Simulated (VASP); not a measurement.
# Ru (P6_3/mmc) in VASP: further runs

The runs below take Ru through single point, with PBEsol.

Everything below comes from runs of VASP 6.6.1. Logs are shortened: lines on timing, memory, paths and dates and some standing lists are left out, and cuts for length are marked.

### Step 1. The cell of the first run

Symmetry: P6_3/mmc, No. 194, hexagonal system. The conventional cell has a = 2.379 Å, b = 2.379 Å, c = 3.804 Å, α = 90.00°, β = 90.00°, γ = 120.00°. Within 3.1 Å of Ru (site symmetry -6m2) lie 12 Ru at 2.35 to 2.38 Å.

### Step 2. Single point, PBEsol (9.33 Å³/atom)

Contents of INCAR:

```
PREC = Accurate
ENCUT = 520
EDIFF = 1E-6
ISMEAR = -1
SIGMA = 0.08
LREAL = F
LASPH = T
NELM = 60
ALGO = Normal
ISIF = 2
LWAVE = F
LCHARG = F
GGA = PS
NBANDS = 21
```

Contents of KPOINTS:

```
Automatic mesh
0
Gamma
  18 18 10
```

Contents of POSCAR:

```
Ru
1.0
    2.3793875795      0.0000000000      0.0000000000
   -1.1896937897      2.0606100893      0.0000000000
    0.0000000000      0.0000000000      3.8042362143
Ru
2
Direct
    0.3333333333      0.6666666667      0.2500000000
    0.6666666667      0.3333333333      0.7500000000
```

Potentials or basis: VASP PAW PBE potentials, release 64 (Ru_pv).

Launch:

```
$ cat potpaw_PBE.64/Ru_pv/POTCAR > POTCAR
$ mpirun -np 1 vasp_std > vasp.out
```

OUTCAR:

```text
PREC = Accurate
   ENCUT = 520
   EDIFF = 1E-6
   ISMEAR = -1
   LREAL = F
   LASPH = T
   NELM = 60
   ISIF = 2
   GGA = PS

 ion  position               nearest neighbor table
   1  0.333  0.667  0.250-   2 2.35   2 2.35   2 2.35   2 2.35   2 2.35   2 2.35   2 3.34   2 3.34
                             2 3.34   2 3.34   2 3.34   2 3.34
   2  0.667  0.333  0.750-   1 2.35   1 2.35   1 2.35   1 2.35   1 2.35   1 2.35   1 3.34   1 3.34
                             1 3.34   1 3.34   1 3.34   1 3.34

  LATTYP: Found a hexagonal cell.
 ALAT       =     2.3793875795
 C/A-ratio  =     1.5988299876

  Lattice vectors:

 A1 = (   2.3793875795,   0.0000000000,   0.0000000000)
 A2 = (  -1.1896937897,   2.0606100893,   0.0000000000)
 A3 = (   0.0000000000,   0.0000000000,   3.8042362143)

Analysis of symmetry for initial positions (statically):
=====================================================================
 Subroutine PRICEL returns:
 Original cell was already a primitive cell.

 Routine SETGRP: Setting up the symmetry group for a
 hexagonal supercell.

 Subroutine GETGRP returns: Found 24 space group operations
 (whereof 12 operations were pure point group operations)
 out of a pool of 24 trial point group operations.

The static configuration has the point symmetry D_3d.
 The point group associated with its full space group is D_6h.

Analysis of symmetry for dynamics (positions and initial velocities):
=====================================================================
 Subroutine PRICEL returns:
 Original cell was already a primitive cell.

 Routine SETGRP: Setting up the symmetry group for a
 hexagonal supercell.

 Subroutine GETGRP returns: Found 24 space group operations
 (whereof 12 operations were pure point group operations)
 out of a pool of 24 trial point group operations.

The dynamic configuration has the point symmetry D_3d.
 The point group associated with its full space group is D_6h.

 Subroutine INISYM returns: Found 24 space group operations
 (whereof 12 operations are pure point group operations),
 and found     1 'primitive' translations

----------------------------------------------------------------------------------------

                                     Primitive cell
[... 78 lines left out ...]
   ions per type =               2
   NGX,Y,Z   is equivalent  to a cutoff of  12.58, 12.58, 12.24 a.u.
   NGXF,Y,Z  is equivalent  to a cutoff of  25.15, 25.15, 24.47 a.u.
 SYSTEM =  unknown system
   PREC   = accura    normal or accurate (medium, high low for compatibility)
   ISTART =      0    job   : 0-new  1-cont  2-samecut
   ICHARG =      2    charge: 1-file 2-atom 10-const
   ISPIN  =      1    spin polarized calculation?
   LNONCOLLINEAR =      F non collinear calculations
   LSORBIT =      F    spin-orbit coupling
   LASPH  =      T    aspherical Exc in radial PAW
   ENCUT  =  520.0 eV  38.22 Ry    6.18 a.u.   4.42  4.42  7.07*2*pi/ulx,y,z
   NELM   =     60;   NELMIN=  2; NELMDL= -5     # of ELM steps
   EDIFF  = 0.1E-05   stopping-criterion for ELM
   LREAL  =      F    real-space projection
   EDIFFG = 0.1E-04   stopping-criterion for IOM
   NSW    =      0    number of steps for IOM
   IBRION =     -1    ionic relax: 0-MD 1-quasi-New 2-CG
   NFREE  =      0    steps in history (QN), initial steepest desc. (CG)
   ISIF   =      2    stress and relaxation
   ISYM   =      2    0-nonsym 1-usesym 2-fastsym
   POTIM  = 0.5000    time-step for ionic-motion
   TEBEG  =    0.0;   TEEND  =   0.0 temperature during run
   PSTRESS=    0.0 pullay stress
   NELECT =      28.0000    total number of electrons
   NUPDOWN=      -1.0000    fix difference up-down
   EMIN   =  10.00;   EMAX   =-10.00  energy-range for DOS
   EFERMI =   0.00;   METHOD = LEGACY
   ISMEAR =    -1;   SIGMA  =   0.08  broadening in eV -4-tet -1-fermi 0-gaus
   EFERMI_NEDOS =   21; number of points for ismear=-14 and -15
   IALGO  =     38    algorithm
   IMIX   =      4    mixing-type and parameters
     AMIX     =   0.40;   BMIX     =  1.00
     AMIX_MAG =   1.60;   BMIX_MAG =  1.00
  volume/ion in A,a.u.               =       9.33        62.94
  Fermi-wavevector in a.u.,A,eV,Ry     =   1.874497  3.542285 47.807306  3.513738
  Thomas-Fermi vector in A             =   2.919418
   LORBIT       =      0    0 simple, 1 ext, 2 COOP (PROOUT), +10 PAW based schemes
   GGA     = PS    functional components
   LHFCALC =     F    Hartree Fock is set to
   AEXX    =    0.0000 exact exchange contribution
   IVDW    =     0    specifies the selected vdW correction
   LEPSILON=     F    determine dielectric tensor
   LRPA    =     F    only Hartree local field effects (RPA)
 non-spin polarized calculation
  energy-cutoff  :      520.00
  volume of cell :       18.65
 maximum number of plane-waves:       537
 NGX is ok and might be reduce to    18
   NGX =  9   NGY =  9   NGZ = 15

 number of electron      28.0000021 magnetization

 Free energy of the ion-electron system (eV)
  ---------------------------------------------------
  ext. energy  EPLUGINS =         0.00000000
  ---------------------------------------------------
  free energy    TOTEN  =       -15.23956193 eV

  energy without entropy =      -15.21868224  energy(sigma->0) =      -15.22912209

 E-fermi :  20.8862     XC(G=0): -16.7272

 val. band max:       20.8846543225   @ k =   0.2778   0.0556   0.1000
 cond. band min:      20.8895940950   @ k =   0.3889   0.1667   0.3000
 fundamental gap:      0.0049397725
 Fermi energy:        20.8862468806

 k-point     1 :       0.0000    0.0000    0.0000
  band No.  band energies     occupation
      1     -25.0674      2.00000
      2     -22.0515      2.00000
      3     -22.0515      2.00000
      4     -21.5645      2.00000
      5     -21.5645      2.00000
      6     -21.4691      2.00000
[... 565 lines left out ...]
     20      32.4678      0.00000
     21      36.0289      0.00000

 [... further k-points ...]
[... 5 lines left out ...]
  --------------------------------------------------------------------------------------
  -------------------------------------------------------------------------------------
  Total       33.2071246     33.2071246     33.2415366      0.0000000      0.0000000      0.0000000
  in kB     2852.4192976   2852.4192976   2855.3752140      0.0000001      0.0000000      0.0000000
  external PRESSURE =    2853.4046031 kB  Pullay stress =       0.0000000 kB

 VOLUME and BASIS-vectors are now :
 -----------------------------------------------------------------------------
  energy-cutoff  :      520.00
  volume of cell :       18.65
      direct lattice vectors                 reciprocal lattice vectors
     2.379387579  0.000000000  0.000000000     0.420276213  0.242646584  0.000000000
    -1.189693790  2.060610089  0.000000000     0.000000000  0.485293169  0.000000000
     0.000000000  0.000000000  3.804236214     0.000000000  0.000000000  0.262864855

 POSITION                                       TOTAL-FORCE (eV/Angst)
 -----------------------------------------------------------------------------------
     -0.00000      1.37374      0.95106         0.000000     -0.000000      0.000000
      1.18969      0.68687      2.85318         0.000000      0.000000      0.000000
 -----------------------------------------------------------------------------------
    total drift:                               -0.000000      0.000000     -0.000000

  FREE ENERGIE OF THE ION-ELECTRON SYSTEM (eV)
  ---------------------------------------------------
  free  energy   TOTEN  =       -15.2395619269 eV

  energy  without entropy=      -15.2186822445  energy(sigma->0) =      -15.22912209
```

stdout:

```text
POSCAR found type information on POSCAR Ru
 POSCAR found :  1 types and       2 ions
 scaLAPACK will be used
 -----------------------------------------------------------------------------
|                                                                             |
|                                                                             |
|     You enforced a specific xc type in the INCAR file but a different       |
|     I HOPE YOU KNOW WHAT YOU ARE DOING!                                     |
|                                                                             |
 -----------------------------------------------------------------------------

 LDA part: xc-table for (Slater+PW92), standard interpolation
 POSCAR, INCAR and KPOINTS ok, starting setup
 FFT: planning ... GRIDC
 FFT: planning ... GRID_SOFT
 FFT: planning ... GRID
 WAVECAR not read
 entering main loop
```

Wall time 1.7 min (1 thread of Intel Xeon 8259CL, shared host); peak memory 0.18 GiB.

What came out:

| Property | Result |
| --- | --- |
| Free energy | -15.2396 eV |
| Pressure | 285.3 GPa |
| Band gap on the k mesh | zero (bands 14 and 15 overlap by 5.65 eV) |

Caveat: the cell stands under pressure; the PAW data sets were made with another functional, which shifts forces and pressure a little.

[end of part 1 of 2]
